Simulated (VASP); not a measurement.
# Al3BAs2 (P4mm) in VASP: a series of runs

The runs below take Al3BAs2 through single point, relaxation of cell and atoms, with PBE.

Program: VASP 6.6.1. These are calculated values, not measurements. Logs are shortened: lines on timing, memory, paths and dates and some standing lists are left out, and cuts for length are marked.

### 1 The cell of the first run

The structure is tetragonal, space group P4mm (No. 99). The conventional cell has a = 4.298 Å, b = 4.298 Å, c = 5.932 Å, α = 90.00°, β = 90.00°, γ = 90.00°. Al (site symmetry 4mm) has 1 As at 2.49 Å and 4 Al at 2.77 Å and 4 B at 3.28 Å within 3.3 Å. Within 2.9 Å of Al (site symmetry 2mm) lie 2 B at 2.21 Å and 4 As at 2.74 to 2.86 Å and 2 Al at 2.77 Å. B (site symmetry 4mm) has 4 Al at 2.21 Å and 1 As at 2.40 Å within 2.9 Å. As (site symmetry 4mm) has 5 Al at 2.49 to 2.74 Å and 4 As at 3.04 Å within 3.3 Å. Within 3.2 Å of As (site symmetry 4mm) lie 1 B at 2.40 Å and 4 Al at 2.86 Å and 4 As at 3.04 Å.

### 2 Single point, PBE

Contents of INCAR:

```
  PREC = Accurate
  ENCUT = 520
  EDIFF = 1E-6
  ISMEAR = 0
  SIGMA = 0.1
  LREAL = F
  LASPH = T
  NELM = 80
  ALGO = Normal
  ISIF = 2
  LWAVE = F
  LCHARG = F
  GGA = PE
  NBANDS = 20
```

Contents of KPOINTS:

```
regular mesh
0
Gamma
  4 4 4
```

Contents of POSCAR:

```
Al3BAs2
1.0
    4.2977988713      0.0000000000      0.0000000000
    0.0000000000      4.2977988713      0.0000000000
    0.0000000000      0.0000000000      5.9323472777
Al B As
3 1 2
Direct
    0.0000000000      0.0000000000      0.6768651950
    0.5000000000      0.0000000000      0.9707809922
    0.0000000000      0.5000000000      0.9707809922
    0.5000000000      0.5000000000      0.8849836717
    0.0000000000      0.0000000000      0.2570000324
    0.5000000000      0.5000000000      0.2890560465
```

Potentials or basis: VASP PAW PBE potentials, release 64 (Al, B, As).

The run is started by

```
cat potpaw_PBE.64/Al/POTCAR potpaw_PBE.64/B/POTCAR potpaw_PBE.64/As/POTCAR > POTCAR
mpirun -np 1 vasp_std > vasp.out
```

OUTCAR:

```text
PREC = Accurate
   ENCUT = 520
   EDIFF = 1E-6
   ISMEAR = 0
   LREAL = F
   LASPH = T
   NELM = 80
   ISIF = 2
   GGA = PE

 ion  position               nearest neighbor table
   1  0.000  0.000  0.677-   5 2.49   3 2.77   2 2.77   3 2.77   2 2.77
   2  0.500  0.000  0.971-   4 2.21   4 2.21   5 2.74   5 2.74   1 2.77   1 2.77   6 2.86   6 2.86
                             3 3.04   3 3.04   3 3.04   3 3.04
   3  0.000  0.500  0.971-   4 2.21   4 2.21   5 2.74   5 2.74   1 2.77   1 2.77   6 2.86   6 2.86
                             2 3.04   2 3.04   2 3.04   2 3.04
   4  0.500  0.500  0.885-   2 2.21   3 2.21   2 2.21   3 2.21   6 2.40
   5  0.000  0.000  0.257-   1 2.49   2 2.74   3 2.74   3 2.74   2 2.74
   6  0.500  0.500  0.289-   4 2.40   3 2.86   2 2.86   2 2.86   3 2.86

  LATTYP: Found a simple tetragonal cell.
 ALAT       =     4.2977988713
 C/A-ratio  =     1.3803222197

  Lattice vectors:

 A1 = (   4.2977988713,   0.0000000000,   0.0000000000)
 A2 = (   0.0000000000,   4.2977988713,   0.0000000000)
 A3 = (   0.0000000000,   0.0000000000,   5.9323472777)

Analysis of symmetry for initial positions (statically):
=====================================================================
 Subroutine PRICEL returns:
 Original cell was already a primitive cell.

 Routine SETGRP: Setting up the symmetry group for a
 simple tetragonal supercell.

 Subroutine GETGRP returns: Found  8 space group operations
 (whereof  8 operations were pure point group operations)
 out of a pool of 16 trial point group operations.

The static configuration has the point symmetry C_4v.

Analysis of symmetry for dynamics (positions and initial velocities):
=====================================================================
 Subroutine PRICEL returns:
 Original cell was already a primitive cell.

 Routine SETGRP: Setting up the symmetry group for a
 simple tetragonal supercell.

 Subroutine GETGRP returns: Found  8 space group operations
 (whereof  8 operations were pure point group operations)
 out of a pool of 16 trial point group operations.

The dynamic configuration has the point symmetry C_4v.

 Subroutine INISYM returns: Found  8 space group operations
 (whereof  8 operations are pure point group operations),
 and found     1 'primitive' translations

[... 96 lines left out ...]
   LREAL  =      F    real-space projection
   EDIFFG = 0.1E-04   stopping-criterion for IOM
   NSW    =      0    number of steps for IOM
   IBRION =     -1    ionic relax: 0-MD 1-quasi-New 2-CG
   NFREE  =      0    steps in history (QN), initial steepest desc. (CG)
   ISIF   =      2    stress and relaxation
   ISYM   =      2    0-nonsym 1-usesym 2-fastsym
   POTIM  = 0.5000    time-step for ionic-motion
   TEBEG  =    0.0;   TEEND  =   0.0 temperature during run
   PSTRESS=    0.0 pullay stress
   NELECT =      22.0000    total number of electrons
   NUPDOWN=      -1.0000    fix difference up-down
   EMIN   =  10.00;   EMAX   =-10.00  energy-range for DOS
   EFERMI =   0.00;   METHOD = LEGACY
   ISMEAR =     0;   SIGMA  =   0.10  broadening in eV -4-tet -1-fermi 0-gaus
   EFERMI_NEDOS =   21; number of points for ismear=-14 and -15
   IALGO  =     38    algorithm
   IMIX   =      4    mixing-type and parameters
     AMIX     =   0.40;   BMIX     =  1.00
     AMIX_MAG =   1.60;   BMIX_MAG =  1.00
  volume/ion in A,a.u.               =      18.26       123.24
  Fermi-wavevector in a.u.,A,eV,Ry     =   0.958612  1.811514 12.502894  0.918937
  Thomas-Fermi vector in A             =   2.087735
   LORBIT       =      0    0 simple, 1 ext, 2 COOP (PROOUT), +10 PAW based schemes
   GGA     = PE    functional components
   LHFCALC =     F    Hartree Fock is set to
   AEXX    =    0.0000 exact exchange contribution
   IVDW    =     0    specifies the selected vdW correction
   LEPSILON=     F    determine dielectric tensor
   LRPA    =     F    only Hartree local field effects (RPA)
 non-spin polarized calculation
 Gauss-broadening in eV      SIGMA  =   0.10
  energy-cutoff  :      520.00
  volume of cell :      109.58
 maximum number of plane-waves:      2974
 NGX is ok and might be reduce to    32
   NGX = 15   NGY = 15   NGZ = 23

 number of electron      22.0000002 magnetization

 Free energy of the ion-electron system (eV)
  ---------------------------------------------------
  ext. energy  EPLUGINS =         0.00000000
  ---------------------------------------------------
  free energy    TOTEN  =       -24.61491858 eV

  energy without entropy =      -24.61039402  energy(sigma->0) =      -24.61265630

 E-fermi :   5.8691     XC(G=0):  -9.7703

 val. band max:        5.8275896453   @ k =   0.0000   0.0000   0.2500
 cond. band min:       5.9676327736   @ k =   0.2500   0.2500   0.5000
 fundamental gap:      0.1400431283
 Fermi energy:         5.8691495223

 k-point     1 :       0.0000    0.0000    0.0000
  band No.  band energies     occupation
      1      -7.8021      2.00000
      2      -3.6018      2.00000
      3      -2.9151      2.00000
      4      -0.3497      2.00000
      5       0.8569      2.00000
      6       0.8569      2.00000
[... 403 lines left out ...]
     19      12.2563      0.00000
     20      12.2563      0.00000

------------------------ aborting loop because EDIFF is reached ----------------------------------------

  FORCE on cell =-STRESS in cart. coord.  units (eV):
  Direction    XX          YY          ZZ          XY          YZ          ZX
  --------------------------------------------------------------------------------------
  -------------------------------------------------------------------------------------
  Total        0.0026504      0.0026504      0.1979498      0.0000000     -0.0000000      0.0000000
  in kB        0.0387524      0.0387524      2.8943231      0.0000000     -0.0000000      0.0000000
  external PRESSURE =       0.9906093 kB  Pullay stress =       0.0000000 kB

 VOLUME and BASIS-vectors are now :
 -----------------------------------------------------------------------------
  energy-cutoff  :      520.00
  volume of cell :      109.58
      direct lattice vectors                 reciprocal lattice vectors
     4.297798871  0.000000000  0.000000000     0.232677245  0.000000000  0.000000000
     0.000000000  4.297798871  0.000000000     0.000000000  0.232677245  0.000000000
     0.000000000  0.000000000  5.932347278     0.000000000  0.000000000  0.168567340

 POSITION                                       TOTAL-FORCE (eV/Angst)
 -----------------------------------------------------------------------------------
      0.00000      0.00000      4.01540         0.000000      0.000000      0.014332
      2.14890      0.00000      5.75901         0.000000      0.000000     -0.011100
      0.00000      2.14890      5.75901         0.000000      0.000000     -0.011100
      2.14890      2.14890      5.25003         0.000000     -0.000000     -0.017218
      0.00000      0.00000      1.52461        -0.000000      0.000000     -0.004146
      2.14890      2.14890      1.71478         0.000000     -0.000000      0.029233
 -----------------------------------------------------------------------------------
    total drift:                                0.000000     -0.000000     -0.000427

  FREE ENERGIE OF THE ION-ELECTRON SYSTEM (eV)
  ---------------------------------------------------
  free  energy   TOTEN  =       -24.6149185848 eV

  energy  without entropy=      -24.6103940240  energy(sigma->0) =      -24.61265630
```

OSZICAR:

```text
N       E                     dE             d eps       ncg     rms          rms(c)
DAV:   1     0.457491643122E+02    0.45749E+02   -0.83524E+03   720   0.900E+02
DAV:   2    -0.220632242983E+02   -0.67812E+02   -0.65065E+02   940   0.132E+02
DAV:   3    -0.262862712625E+02   -0.42230E+01   -0.41354E+01   944   0.311E+01
DAV:   4    -0.263393376873E+02   -0.53066E-01   -0.53004E-01   904   0.381E+00
DAV:   5    -0.263403720786E+02   -0.10344E-02   -0.10343E-02   940   0.581E-01    0.619E+00
DAV:   6    -0.246285227483E+02    0.17118E+01   -0.67264E+00   836   0.121E+01    0.253E+00
DAV:   7    -0.246454095815E+02   -0.16887E-01   -0.10585E+00   840   0.446E+00    0.166E+00
DAV:   8    -0.246197650841E+02    0.25644E-01   -0.11064E-01   820   0.150E+00    0.620E-01
DAV:   9    -0.246148168440E+02    0.49482E-02   -0.18871E-02   904   0.666E-01    0.137E-01
DAV:  10    -0.246149009251E+02   -0.84081E-04   -0.21946E-03   804   0.216E-01    0.513E-02
DAV:  11    -0.246149066699E+02   -0.57448E-05   -0.13485E-04   928   0.590E-02    0.206E-02
DAV:  12    -0.246149169250E+02   -0.10255E-04   -0.23107E-05   824   0.258E-02    0.732E-03
DAV:  13    -0.246149185979E+02   -0.16729E-05   -0.28677E-06   840   0.892E-03    0.156E-03
DAV:  14    -0.246149185848E+02    0.13065E-07   -0.26904E-07   484   0.255E-03
   1 F= -.24614919E+02 E0= -.24612656E+02  d E =-.452456E-02
```

It took 22 s on 1 thread of Intel Xeon Platinum 8488C (Sapphire Rapids), shared host; peak memory 0.21 GiB.

Results:

| Property | Result |
| --- | --- |
| Free energy | -24.6149 eV |
| Pressure | 0.1 GPa |
| Largest force | 0.029 eV/Å |
| Band gap on the k mesh | zero (band 11 reaches 7.24 eV, above the bottom of band 12 at 5.51 eV) |

Forces in eV/Å, atoms in the order of the input:
```
Al   0.000  0.000  0.014
Al   0.000  0.000 -0.011
Al   0.000  0.000 -0.011
B    0.000  0.000 -0.017
As   0.000  0.000 -0.004
As   0.000  0.000  0.029
```

Caveat: the k points lie up to 0.37 Å⁻¹ apart.

### 3 Single point, PBE

This run uses another cell than the first one, of 19.73 Å³/atom, 1.080 times its volume.

Contents of INCAR:

```
SYSTEM = Al3BAs2
ALGO = Normal
EDIFF = 1E-6
ENCUT = 520
GGA = PE
ISIF = 2
ISMEAR = 0
LASPH = .TRUE.
LCHARG = .FALSE.
LREAL = .FALSE.
LWAVE = .FALSE.
NBANDS = 20
NELM = 100
PREC = Accurate
SIGMA = 0.1
```

Contents of KPOINTS:

```
k-points
0
G
  4 4 4
  0 0 0
```

Contents of POSCAR:

```
Al3BAs2
1.0
    4.6491321200      0.0000000000      0.0000000000
    0.0000000000      4.6491321200      0.0000000000
    0.0000000000      0.0000000000      5.4770591500
Al B As
3 1 2
Direct
    0.0000000000      0.0000000000      0.7487399500
    0.5000000000      0.0000000000      0.9297223300
    0.0000000000      0.5000000000      0.9297223300
    0.5000000000      0.5000000000      0.8122142400
    0.0000000000      0.0000000000      0.4218725500
    0.5000000000      0.5000000000      0.2071955300
```

Potentials or basis: VASP PAW PBE potentials, release 64 (Al, B, As).

The run is started by

```
cat potpaw_PBE.64/Al/POTCAR potpaw_PBE.64/B/POTCAR potpaw_PBE.64/As/POTCAR > POTCAR
mpirun -np 1 vasp_std > vasp.out
```

Run time: 26 s. Hardware: 1 thread of Intel Xeon Platinum 8488C (Sapphire Rapids), shared host; peak memory 0.23 GiB.

The run converged. Its results:

```
Free energy            : -18.7457 eV
Pressure               : 13.4 GPa
Largest force          : 18.417 eV/Å
Band gap on the k mesh : zero (band 11 reaches 6.03 eV, above the bottom of band 12 at 3.33 eV)
```

Forces on the atoms (eV/Å):
```
Al    0.000   0.000  15.420
Al    0.000   0.000   0.581
Al    0.000   0.000   0.581
B     0.000   0.000   0.965
As    0.000   0.000 -18.417
As    0.000   0.000   0.870
```

Stress tensor (GPa, compression positive):
```
-0.53  0.00  0.00
 0.00 -0.53  0.00
 0.00  0.00 41.24
```

Levels at points of the mesh, in eV from the Fermi level:
| k point | band 9 | band 10 | band 11 | band 12 | band 13 | band 14 |
| --- | --- | --- | --- | --- | --- | --- |
| (0.00, 0.00, 0.00) | -1.97 | -0.82 | -0.82 | -0.18 | -0.18 | 2.36 |
| (0.50, 0.00, 0.00) | -1.94 | -1.27 | 0.47 | 0.53 | 0.58 | 0.92 |
| (0.50, 0.50, 0.00) | -1.96 | -1.96 | -1.27 | -1.27 | 2.77 | 2.77 |
| (0.00, 0.00, 0.50) | -2.01 | -0.83 | -0.30 | 1.40 | 1.40 | 1.53 |
| (0.50, 0.00, 0.50) | -1.91 | -1.72 | -0.61 | -0.13 | -0.07 | 0.55 |
| (0.50, 0.50, 0.50) | -0.31 | -0.13 | 1.43 | 1.43 | 2.74 | 2.74 |

Caveat: forces of over 1 eV/Å act on the atoms, so gaps and moduli don't describe the material at rest.

(Continued in part 2 of 2.)
